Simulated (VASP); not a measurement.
# Si (P6_3/mmc) in VASP: single point with HSE06

Aim: the single point of Si with HSE06.

Program: VASP 6.6.1. These are calculated values, not measurements. Logs are shortened: lines on timing, memory, paths and dates and some standing lists are left out, and cuts for length are marked.

### 1 The cell of the first run

Symmetry: P6_3/mmc, No. 194, hexagonal system. Conventional cell: a = 3.755 Å, b = 3.755 Å, c = 6.386 Å, α = 90.00°, β = 90.00°, γ = 120.00°. Si (site symmetry 3m) has 4 Si at 2.32 to 2.36 Å within 3.1 Å.

This isn't the form of Si at room conditions, which is diamond.

### 2 Single point, HSE06 (epitaxial xy strain -2.0%)

Input file POSCAR:

```
Si
1.0
    3.7554869723      0.0000000000      0.0000000000
   -1.8777434862      3.2523471216      0.0000000000
    0.0000000000      0.0000000000      6.3855283771
Si
4
Direct
    0.3333333333      0.6666666667      0.0023877817
    0.6666666667      0.3333333333      0.5023877817
    0.3333333333      0.6666666667      0.3726122183
    0.6666666667      0.3333333333      0.8726122183
```

Input file INCAR.step1:

```
SYSTEM = Si
  PREC = Accurate
  ENCUT = 520
  EDIFF = 1E-5
  ISMEAR = 0
  SIGMA = 0.01
  LREAL = .False.
  LASPH = .True.
  NELM = 100
  ALGO = Normal
  ISIF = 2
  LWAVE = .True.
  LCHARG = .False.
  GGA = PE
  NBANDS = 16
```

Input file INCAR.step2:

```
SYSTEM = Si
  PREC = Accurate
  ENCUT = 520
  EDIFF = 1E-6
  ISMEAR = 0
  SIGMA = 0.01
  LREAL = .False.
  LASPH = .True.
  NELM = 100
  ALGO = Normal
  ISIF = 2
  LWAVE = .False.
  LCHARG = .False.
  GGA = PE
  LHFCALC = .True.
  HFSCREEN = 0.2079
  PRECFOCK = Normal
  ISTART = 1
  NBANDS = 16
```

Input file KPOINTS:

```
Automatic mesh
0
Gamma
  6 6 4
  0 0 0
```

Potentials or basis: VASP PAW PBE potentials, release 64 (Si).

Run with:

```console
$ cat potpaw_PBE.64/Si/POTCAR > POTCAR
$ cp INCAR.step1 INCAR
$ mpirun -np 1 vasp_std > vasp.out
$ cp INCAR.step2 INCAR
$ mpirun -np 1 vasp_std > vasp.out
```

OUTCAR:

```text
SYSTEM = Si
   PREC = Accurate
   ENCUT = 520
   EDIFF = 1E-6
   ISMEAR = 0
   LREAL = .False.
   LASPH = .True.
   NELM = 100
   ISIF = 2
   GGA = PE
   LHFCALC = .True.
   HFSCREEN = 0.2079
   PRECFOCK = Normal
   ISTART = 1

 ion  position               nearest neighbor table
   1  0.333  0.667  0.002-   4 2.32   4 2.32   4 2.32   3 2.36
   2  0.667  0.333  0.502-   3 2.32   3 2.32   3 2.32   4 2.36
   3  0.333  0.667  0.373-   2 2.32   2 2.32   2 2.32   1 2.36
   4  0.667  0.333  0.873-   1 2.32   1 2.32   1 2.32   2 2.36

  LATTYP: Found a hexagonal cell.
 ALAT       =     3.7554869723
 C/A-ratio  =     1.7003196720

  Lattice vectors:

 A1 = (   3.7554869723,   0.0000000000,   0.0000000000)
 A2 = (  -1.8777434862,   3.2523471216,   0.0000000000)
 A3 = (   0.0000000000,   0.0000000000,   6.3855283771)

Analysis of symmetry for initial positions (statically):
=====================================================================
 Subroutine PRICEL returns:
 Original cell was already a primitive cell.

 Routine SETGRP: Setting up the symmetry group for a
 hexagonal supercell.

 Subroutine GETGRP returns: Found 24 space group operations
 (whereof  6 operations were pure point group operations)
 out of a pool of 24 trial point group operations.

The static configuration has the point symmetry C_3v.
 The point group associated with its full space group is D_6h.

Analysis of symmetry for dynamics (positions and initial velocities):
=====================================================================
 Subroutine PRICEL returns:
 Original cell was already a primitive cell.

 Routine SETGRP: Setting up the symmetry group for a
 hexagonal supercell.

 Subroutine GETGRP returns: Found 24 space group operations
 (whereof  6 operations were pure point group operations)
 out of a pool of 24 trial point group operations.

The dynamic configuration has the point symmetry C_3v.
 The point group associated with its full space group is D_6h.

 Subroutine INISYM returns: Found 24 space group operations
 (whereof  6 operations are pure point group operations),
 and found     1 'primitive' translations

----------------------------------------------------------------------------------------

                                     Primitive cell

  volume of cell :      77.9938

  direct lattice vectors                    reciprocal lattice vectors
     3.755486972  0.000000000  0.000000000     0.266277052  0.153735128  0.000000000
    -1.877743486  3.252347122  0.000000000     0.000000000  0.307470255  0.000000000
     0.000000000  0.000000000  6.385528377     0.000000000  0.000000000  0.156604112

  length of vectors
     3.755486972  3.755486972  6.385528377     0.307470255  0.307470255  0.156604112

  position of ions in fractional coordinates (direct lattice)
     0.333333333  0.666666667  0.002387782
     0.666666667  0.333333333  0.502387782
     0.333333333  0.666666667  0.372612218
     0.666666667  0.333333333  0.872612218

  ion indices of the primitive-cell ions
   primitive index   ion index
                 1           1
                 2           2
                 3           3
                 4           4

----------------------------------------------------------------------------------------

 KPOINTS: Automatic mesh

Automatic generation of k-mesh.
 Grid dimensions read from file:
 generate k-points for:    6    6    4

 Generating k-lattice:

  Cartesian coordinates                     Fractional coordinates (reciprocal lattice)
     0.044379509  0.025622521  0.000000000     0.166666667 -0.000000000  0.000000000
     0.000000000  0.051245043  0.000000000     0.000000000  0.166666667  0.000000000
     0.000000000  0.000000000  0.039151028     0.000000000  0.000000000  0.250000000

  Length of vectors
     0.051245043  0.051245043  0.039151028

  Shift w.r.t. Gamma in fractional coordinates (k-lattice)
     0.000000000  0.000000000  0.000000000

 Subroutine IBZKPT returns following result:
 ===========================================

 Found     21 irreducible k-points:

 Following reciprocal coordinates:
            Coordinates               Weight
  0.000000  0.000000  0.000000      1.000000
  0.166667  0.000000  0.000000      6.000000
  0.333333  0.000000  0.000000      6.000000
  0.500000  0.000000  0.000000      3.000000
  0.166667  0.166667  0.000000      6.000000
  0.333333  0.166667  0.000000     12.000000
[... 13 lines left out ...]
  0.333333  0.166667  0.500000     12.000000
  0.333333  0.333333  0.500000      2.000000
   k-points           NKPTS =     21   k-points in BZ     NKDIM =    144   number of bands    NBANDS=     16
   number of dos      NEDOS =    301   number of ions     NIONS =      4
   total plane-waves  NPLWV =  37632
   dimension x,y,z NGX =    28 NGY =   28 NGZ =   48
   dimension x,y,z NGXF=    56 NGYF=   56 NGZF=   96
   ions per type =               4
   NGX,Y,Z   is equivalent  to a cutoff of  12.39, 12.39, 12.50 a.u.
   NGXF,Y,Z  is equivalent  to a cutoff of  24.79, 24.79, 24.99 a.u.
 SYSTEM =  Si
   PREC   = accura    normal or accurate (medium, high low for compatibility)
   ISTART =      1    job   : 0-new  1-cont  2-samecut
   ICHARG =      0    charge: 1-file 2-atom 10-const
   ISPIN  =      1    spin polarized calculation?
   LNONCOLLINEAR =      F non collinear calculations
   LSORBIT =      F    spin-orbit coupling
   LASPH  =      T    aspherical Exc in radial PAW
   ENCUT  =  520.0 eV  38.22 Ry    6.18 a.u.   6.98  6.98 11.87*2*pi/ulx,y,z
   NELM   =    100;   NELMIN=  2; NELMDL=  0     # of ELM steps
   EDIFF  = 0.1E-05   stopping-criterion for ELM
   LREAL  =      F    real-space projection
   EDIFFG = 0.1E-04   stopping-criterion for IOM
   NSW    =      0    number of steps for IOM
   IBRION =     -1    ionic relax: 0-MD 1-quasi-New 2-CG
   NFREE  =      0    steps in history (QN), initial steepest desc. (CG)
   ISIF   =      2    stress and relaxation
   ISYM   =      3    0-nonsym 1-usesym 2-fastsym
   POTIM  = 0.5000    time-step for ionic-motion
   TEBEG  =    0.0;   TEEND  =   0.0 temperature during run
   PSTRESS=    0.0 pullay stress
   NELECT =      16.0000    total number of electrons
   NUPDOWN=      -1.0000    fix difference up-down
   EMIN   =  10.00;   EMAX   =-10.00  energy-range for DOS
   EFERMI =   0.00;   METHOD = LEGACY
   ISMEAR =     0;   SIGMA  =   0.01  broadening in eV -4-tet -1-fermi 0-gaus
   EFERMI_NEDOS =   21; number of points for ismear=-14 and -15
   IALGO  =     38    algorithm
   IMIX   =      1    mixing-type and parameters
     AMIX     =   0.40;   BMIX     =  1.00
     AMIX_MAG =   1.60;   BMIX_MAG =  1.00
  volume/ion in A,a.u.               =      19.50       131.58
  Fermi-wavevector in a.u.,A,eV,Ry     =   0.965520  1.824569 12.683757  0.932230
  Thomas-Fermi vector in A             =   2.095244
   LORBIT       =      0    0 simple, 1 ext, 2 COOP (PROOUT), +10 PAW based schemes
   GGA     = PE    functional components
   LHFCALC =     T    Hartree Fock is set to
   PRECFOCK=normal    Normal, Fast or Accurate (Low or Medium for compatibility)
   ENCUT4O =  -1.0   cutoff for four orbital integrals eV
   NKREDX  =     1    reduce k-point grid by
   NKREDY  =     1    reduce k-point grid by
   NKREDZ  =     1    reduce k-point grid by
   AEXX    =    0.2500 exact exchange contribution
   HFSCREEN=    0.2079 screening length (either q_TF or 0.3 A-1)
   HFSCREENC=   0.2079 screening length for correlation (either q_TF or 0.3 A-1)
   ENCUTFOCK=  -1.0 apply spherical cutoff to Coloumb kernel
   IVDW    =     0    specifies the selected vdW correction
   LEPSILON=     F    determine dielectric tensor
   LRPA    =     F    only Hartree local field effects (RPA)
 non-spin polarized calculation
 Gauss-broadening in eV      SIGMA  =   0.01
  energy-cutoff  :      520.00
  volume of cell :       77.99
 maximum number of plane-waves:      2112
 NGX is ok and might be reduce to    28
  NGX = 24; NGY = 24; NGZ = 36

 number of electron      16.0000000 magnetization

 Free energy of the ion-electron system (eV)
  ---------------------------------------------------
  ext. energy  EPLUGINS =         0.00000000
  ---------------------------------------------------
  free energy    TOTEN  =       -24.98822366 eV

  energy without entropy =      -24.98822366  energy(sigma->0) =      -24.98822366

 E-fermi :   6.2252     XC(G=0):  -7.9277

 val. band max:        6.1233837060   @ k =   0.0000   0.0000   0.0000
 cond. band min:       7.1040602041   @ k =   0.5000   0.0000   0.0000
 fundamental gap:      0.9806764981
 Fermi energy:         6.2251859965

 k-point     1 :       0.0000    0.0000    0.0000
  band No.  band energies     occupation
      1      -7.7555      2.00000
      2      -5.2890      2.00000
      3      -2.1792      2.00000
      4       4.5206      2.00000
      5       4.5206      2.00000
      6       5.4511      2.00000
[... 8 lines left out ...]
     15      11.1536      0.00000
     16      12.9743      0.00000

 k-point     2 :       0.1667    0.0000    0.0000
  band No.  band energies     occupation
      1      -7.3810      2.00000
      2      -4.9046      2.00000
      3      -1.9722      2.00000
      4       2.4207      2.00000
      5       3.8875      2.00000
      6       4.0970      2.00000
[... 8 lines left out ...]
     15      12.4381      0.00000
     16      12.6820      0.00000

 k-point     3 :       0.3333    0.0000    0.0000
  band No.  band energies     occupation
      1      -6.3069      2.00000
      2      -3.7929      2.00000
      3      -2.1472      2.00000
      4       0.5058      2.00000
      5       1.1360      2.00000
      6       3.0428      2.00000
[... 8 lines left out ...]
     15      14.3675      0.00000
     16      14.4910      0.00000
[... 305 lines left out ...]
 k-point    20 :       0.3333    0.1667    0.5000
  band No.  band energies     occupation
      1      -4.5483      2.00000
      2      -4.5483      2.00000
      3      -1.6141      2.00000
      4      -1.6141      2.00000
      5       2.0318      2.00000
      6       2.0318      2.00000
[... 8 lines left out ...]
     15      14.1570      0.00000
     16      14.1570      0.00000

 k-point    21 :       0.3333    0.3333    0.5000
  band No.  band energies     occupation
      1      -3.7372      2.00000
      2      -3.7372      2.00000
      3      -2.2725      2.00000
      4      -2.2725      2.00000
      5       0.9695      2.00000
      6       0.9695      2.00000
[... 8 lines left out ...]
     15      13.5498      0.00000
     16      13.5498      0.00000

------------------------ aborting loop because EDIFF is reached ----------------------------------------

  FORCE on cell =-STRESS in cart. coord.  units (eV):
  Direction    XX          YY          ZZ          XY          YZ          ZX
  --------------------------------------------------------------------------------------
  -------------------------------------------------------------------------------------
  Total        2.2878660      2.2878660     -0.4053836     -0.0000000      0.0000000     -0.0000000
  in kB       46.9981953     46.9981953     -8.3275410     -0.0000000      0.0000000     -0.0000000
  external PRESSURE =      28.5562832 kB  Pullay stress =       0.0000000 kB

 VOLUME and BASIS-vectors are now :
 -----------------------------------------------------------------------------
  energy-cutoff  :      520.00
  volume of cell :       77.99
      direct lattice vectors                 reciprocal lattice vectors
     3.755486972  0.000000000  0.000000000     0.266277052  0.153735128  0.000000000
    -1.877743486  3.252347122  0.000000000     0.000000000  0.307470255  0.000000000
     0.000000000  0.000000000  6.385528377     0.000000000  0.000000000  0.156604112

 POSITION                                       TOTAL-FORCE (eV/Angst)
 -----------------------------------------------------------------------------------
     -0.00000      2.16823      0.01525         0.000000      0.000000     -0.024204
      1.87774      1.08412      3.20801        -0.000000     -0.000000     -0.024204
     -0.00000      2.16823      2.37933         0.000000      0.000000      0.024204
      1.87774      1.08412      5.57209        -0.000000     -0.000000      0.024204
 -----------------------------------------------------------------------------------
    total drift:                               -0.000000     -0.000000     -0.000000

  FREE ENERGIE OF THE ION-ELECTRON SYSTEM (eV)
  ---------------------------------------------------
  free  energy   TOTEN  =       -24.9882236563 eV

  energy  without entropy=      -24.9882236563  energy(sigma->0) =      -24.98822366
```

Wall time 55 min (1 thread of AMD EPYC 7R43 (Zen 3), shared host); peak memory 0.28 GiB.

What came out:

* Free energy: -24.9882 eV
* Pressure: 2.9 GPa
* Largest force: 0.024 eV/Å
* Band gap on the k mesh: 0.98 eV (least direct gap 2.08 eV)

Forces on the atoms (eV/Å):
```
Si   0.000  0.000 -0.024
Si   0.000  0.000 -0.024
Si   0.000  0.000  0.024
Si   0.000  0.000  0.024
```

Stress tensor (GPa, compression positive):
```
 4.70  0.00  0.00
 0.00  4.70  0.00
 0.00  0.00 -0.83
```

Caveat: the cell differs from its parent crystal (epitaxial xy strain -2.0%); the stress differs along the axes, from -1 to 5 GPa; the PAW data sets were made with another functional, which shifts forces and pressure a little.
